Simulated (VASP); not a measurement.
# SiGeO4 (F-43m) in VASP: vibrations by perturbation theory with PBE

Aim: the vibrations by perturbation theory of SiGeO4 with PBE.

All numbers are computed with VASP 6.6.1; they aren't measurements. Logs are shortened: lines on timing, memory, paths and dates and some standing lists are left out, and cuts for length are marked.

### 1 The cell of the first run

Symmetry: F-43m, No. 216, cubic system. Conventional cell: a = 7.729 Å, b = 7.729 Å, c = 7.729 Å, α = 90.00°, β = 90.00°, γ = 90.00°. Within 2.2 Å of Si (site symmetry -43m) lie 4 O at 1.62 Å. Ge (site symmetry -43m) has 4 O at 1.73 Å within 2.3 Å. O (site symmetry 3m) has 1 Si at 1.62 Å and 1 Ge at 1.73 Å within 2.2 Å.

### 2 Vibrations by perturbation theory, PBE

INCAR

```
SYSTEM = SiGeO4
  PREC = Accurate
  ENCUT = 520
  EDIFF = 1E-8
  ISMEAR = 0
  SIGMA = 0.01
  LREAL = .FALSE.
  LASPH = .TRUE.
  NELM = 80
  ALGO = Normal
  ISIF = 2
  LWAVE = .FALSE.
  LCHARG = .TRUE.
  GGA = PE
  IBRION = 8
  NSW = 1
  LEPSILON = .TRUE.
```

KPOINTS

```
Automatic mesh
0
G
  6 6 6
  0 0 0
```

POSCAR

```
SiGeO4
1.0
    0.0000000000      3.8647415336      3.8647415336
    3.8647415336      0.0000000000      3.8647415336
    3.8647415336      3.8647415336      0.0000000000
Si Ge O
1 1 4
Direct
    0.7500000000      0.7500000000      0.7500000000
    0.5000000000      0.5000000000      0.5000000000
    0.1121959340      0.6292680220      0.6292680220
    0.6292680220      0.1121959340      0.6292680220
    0.6292680220      0.6292680220      0.1121959340
    0.6292680220      0.6292680220      0.6292680220
```

Potentials or basis: VASP PAW PBE potentials, release 64 (Si, Ge_d, O).

Run with:

```sh
$ cat potpaw_PBE.64/Si/POTCAR potpaw_PBE.64/Ge_d/POTCAR potpaw_PBE.64/O/POTCAR > POTCAR
$ mpirun -np 1 vasp_std > vasp.out
```

OUTCAR:

```text
SYSTEM = SiGeO4
   PREC = Accurate
   ENCUT = 520
   EDIFF = 1E-8
   ISMEAR = 0
   LREAL = .FALSE.
   LASPH = .TRUE.
   NELM = 80
   ISIF = 2
   GGA = PE
   IBRION = 8
   NSW = 1
   LEPSILON = .TRUE.

 ion  position               nearest neighbor table
   1  0.750  0.750  0.750-   3 1.62   4 1.62   5 1.62   6 1.62
   2  0.500  0.500  0.500-   6 1.73   4 1.73   5 1.73   3 1.73
   3  0.112  0.629  0.629-   1 1.62   2 1.73
   4  0.629  0.112  0.629-   1 1.62   2 1.73
   5  0.629  0.629  0.112-   1 1.62   2 1.73
   6  0.629  0.629  0.629-   1 1.62   2 1.73

  LATTYP: Found a face centered cubic cell.
 ALAT       =     7.7294830672

  Lattice vectors:

 A1 = (   0.0000000000,   3.8647415336,   3.8647415336)
 A2 = (   3.8647415336,   0.0000000000,   3.8647415336)
 A3 = (   3.8647415336,   3.8647415336,   0.0000000000)

Analysis of symmetry for initial positions (statically):
=====================================================================
 Subroutine PRICEL returns:
 Original cell was already a primitive cell.

 Routine SETGRP: Setting up the symmetry group for a
 face centered cubic supercell.

 Subroutine GETGRP returns: Found 24 space group operations
 (whereof 24 operations were pure point group operations)
 out of a pool of 48 trial point group operations.

The static configuration has the point symmetry T_d .

Analysis of symmetry for dynamics (positions and initial velocities):
[... 758 lines left out ...]
  2X    10.348734    0.000000    0.000000  -34.927410   -0.000000    0.000000    6.144669   -6.387044   -6.387044    6.144669   -6.387044    6.387044    6.144669    6.387044   -6.387044    6.144669    6.387044    6.387044
  2Y     0.000000   10.348734    0.000000    0.000000  -34.927410    0.000000   -6.387044    6.144669    6.387044   -6.387044    6.144669   -6.387044    6.387044    6.144669   -6.387044    6.387044    6.144669    6.387044
  2Z     0.000000   -0.000000   10.348734    0.000000    0.000000  -34.927410   -6.387044    6.387044    6.144669    6.387044   -6.387044    6.144669   -6.387044   -6.387044    6.144669    6.387044    6.387044    6.144669
  3X     8.031349   -7.264560   -7.264560    6.207327   -6.427323   -6.427323  -20.111745   17.643620   17.643620    3.359677   -3.961505    0.724687    3.359677    0.724687   -3.961505   -0.846284   -0.714918   -0.714918
  3Y    -7.264560    8.031349    7.264560   -6.427323    6.207327    6.427323   17.643620  -20.111745  -17.643620   -3.961505    3.359677   -0.724687   -0.714918   -0.846284    0.714918    0.724687    3.359677    3.961505
  3Z    -7.264560    7.264560    8.031349   -6.427323    6.427323    6.207327   17.643620  -17.643620  -20.111745   -0.714918    0.714918   -0.846284   -3.961505   -0.724687    3.359677    0.724687    3.961505    3.359677
  4X     8.031349   -7.264560    7.264560    6.207327   -6.427323    6.427323    3.359677   -3.961505   -0.724687  -20.111745   17.643620  -17.643620   -0.846284   -0.714918    0.714918    3.359677    0.724687    3.961505
  4Y    -7.264560    8.031349   -7.264560   -6.427323    6.207327   -6.427323   -3.961505    3.359677    0.724687   17.643620  -20.111745   17.643620    0.724687    3.359677   -3.961505   -0.714918   -0.846284   -0.714918
  4Z     7.264560   -7.264560    8.031349    6.427323   -6.427323    6.207327    0.714918   -0.714918   -0.846284  -17.643620   17.643620  -20.111745   -0.724687   -3.961505    3.359677    3.961505    0.724687    3.359677
  5X     8.031349    7.264560   -7.264560    6.207327    6.427323   -6.427323    3.359677   -0.724687   -3.961505   -0.846284    0.714918   -0.714918  -20.111745  -17.643620   17.643620    3.359677    3.961505    0.724687
  5Y     7.264560    8.031349   -7.264560    6.427323    6.207327   -6.427323    0.714918   -0.846284   -0.714918   -0.724687    3.359677   -3.961505  -17.643620  -20.111745   17.643620    3.961505    3.359677    0.724687
  5Z    -7.264560   -7.264560    8.031349   -6.427323   -6.427323    6.207327   -3.961505    0.724687    3.359677    0.724687   -3.961505    3.359677   17.643620   17.643620  -20.111745   -0.714918   -0.714918   -0.846284
  6X     8.031349    7.264560    7.264560    6.207327    6.427323    6.427323   -0.846284    0.714918    0.714918    3.359677   -0.724687    3.961505    3.359677    3.961505   -0.724687  -20.111745  -17.643620  -17.643620
  6Y     7.264560    8.031349    7.264560    6.427323    6.207327    6.427323   -0.724687    3.359677    3.961505    0.714918   -0.846284    0.714918    3.961505    3.359677   -0.724687  -17.643620  -20.111745  -17.643620
  6Z     7.264560    7.264560    8.031349    6.427323    6.427323    6.207327   -0.724687    3.961505    3.359677    3.961505   -0.724687    3.359677    0.714918    0.714918   -0.846284  -17.643620  -17.643620  -20.111745

 Eigenvectors and eigenvalues of the dynamical matrix
 ----------------------------------------------------

   1 f  =   33.567680 THz   210.911955 2PiTHz 1119.697287 cm-1   138.824708 meV
             X         Y         Z           dx          dy          dz
      5.797112  5.797112  5.797112    -0.000000   -0.000000   -0.000000
      3.864742  3.864742  3.864742    -0.000000   -0.000000    0.000000
      4.863917  2.865567  2.865567    -0.288675    0.288675    0.288675
      2.865567  4.863917  2.865567     0.288675   -0.288675    0.288675
      2.865567  2.865567  4.863917     0.288675    0.288675   -0.288675
      4.863917  4.863917  4.863917    -0.288675   -0.288675   -0.288675
[... 145 lines left out ...]
  18 f/i=    3.707886 THz    23.297333 2PiTHz  123.681755 cm-1    15.334576 meV
             X         Y         Z           dx          dy          dz
      5.797112  5.797112  5.797112    -0.000000   -0.000000   -0.000000
      3.864742  3.864742  3.864742    -0.000000   -0.000000   -0.000000
      4.863917  2.865567  2.865567    -0.418889    0.002731   -0.421619
      2.865567  4.863917  2.865567    -0.239796    0.181823    0.421619
      2.865567  2.865567  4.863917     0.239796   -0.002731    0.237065
      4.863917  4.863917  4.863917     0.418889   -0.181823   -0.237065

--------------------------------------------------------------------------------------------------------

 MACROSCOPIC STATIC DIELECTRIC TENSOR IONIC CONTRIBUTION
 ------------------------------------------------------
           2.246078     0.000000     0.000000
           0.000000     2.246078     0.000000
           0.000000     0.000000     2.246078
 ------------------------------------------------------

 ELASTIC MODULI CONTR FROM IONIC RELAXATION (kBar)
 Direction    XX          YY          ZZ          XY          YZ          ZX
 --------------------------------------------------------------------------------
 XX         -17.0649      2.3813      2.3813     -0.0000      0.0000     -0.0000
 YY           2.3813    -17.0649      2.3813      0.0000      0.0000     -0.0000
 ZZ           2.3813      2.3813    -17.0649      0.0000     -0.0000      0.0000
 XY          -0.0000      0.0000      0.0000   -575.4426      0.0000     -0.0000
 YZ           0.0000      0.0000     -0.0000      0.0000   -575.4426     -0.0000
 ZX          -0.0000     -0.0000      0.0000     -0.0000     -0.0000   -575.4426
 --------------------------------------------------------------------------------

 PIEZOELECTRIC TENSOR IONIC CONTR  for field in x, y, z        (C/m^2)
          XX          YY          ZZ          XY          YZ          ZX
  --------------------------------------------------------------------------------
  x    -0.00000    -0.00000     0.00000     0.00000     0.16792    -0.00000
  y    -0.00000     0.00000    -0.00000     0.00000    -0.00000     0.16792
  z    -0.00000     0.00000    -0.00000     0.16792     0.00000     0.00000
```

OSZICAR:

```text
N       E                     dE             d eps       ncg     rms          rms(c)
DAV:   1     0.453765633731E+03    0.45377E+03   -0.21703E+04   954   0.263E+03
DAV:   2     0.102865162428E+02   -0.44348E+03   -0.43375E+03  1050   0.714E+02
DAV:   3    -0.469042281171E+02   -0.57191E+02   -0.57050E+02   875   0.187E+02
DAV:   4    -0.497116262196E+02   -0.28074E+01   -0.28035E+01  1055   0.495E+01
[... 225 lines left out ...]
RMM:   9    -0.375560362497E+00   -0.13184E-05   -0.11923E-07  6643   0.158E-03    0.239E-04
RMM:  10    -0.375560174068E+00    0.18843E-06    0.18828E-08  6942   0.637E-04    0.722E-05
RMM:  11    -0.375560439035E+00   -0.26497E-06    0.28034E-08  7076   0.324E-04    0.237E-05
RMM:  12    -0.375560342801E+00    0.96235E-07   -0.67194E-08  7209   0.243E-04    0.966E-06
RMM:  13    -0.375560411764E+00   -0.68963E-07    0.10046E-08  7444   0.202E-04    0.353E-06
RMM:  14    -0.375560408606E+00    0.31580E-08   -0.48924E-08  7728   0.188E-04    0.137E-06
 Linear response finished
```

Wall time 36 min (1 thread of AMD EPYC 7R13 (Zen 3), shared host); peak memory 0.68 GiB.

Results:

- Electronic dielectric tensor (diagonal): 2.18
- Born charges (mean of the diagonal): Si +3.62; Ge +3.55; O -1.79 e
- Highest phonon frequency at Γ, LO-TO splitting left out: 1120 cm⁻¹
- Most unstable mode: 124i cm⁻¹

Phonon frequencies in cm⁻¹ (negative: imaginary):
```
              q point                                                                  frequencies
(0.000, 0.000, 0.000)  -124 -124 -124 -1 -1 -1 281 281 289 289 289 571 571 571 1022 1022 1022 1120
```

Electronic dielectric tensor:
```
2.18 0.00 0.00
0.00 2.18 0.00
0.00 0.00 2.18
```

Born effective charge tensors (e):
atom 1, Si
```
3.62 0.00 0.00
0.00 3.62 0.00
0.00 0.00 3.62
```
atom 2, Ge
```
3.55 0.00 0.00
0.00 3.55 0.00
0.00 0.00 3.55
```
atom 3, O
```
-1.79  0.81  0.81
 0.81 -1.79 -0.81
 0.81 -0.81 -1.79
```
atom 4, O
```
-1.79  0.81 -0.81
 0.81 -1.79  0.81
-0.81  0.81 -1.79
```
atom 5, O
```
-1.79 -0.81  0.81
-0.81 -1.79  0.81
 0.81  0.81 -1.79
```
atom 6, O
```
-1.79 -0.81 -0.81
-0.81 -1.79 -0.81
-0.81 -0.81 -1.79
```

Caveat: some modes are imaginary.
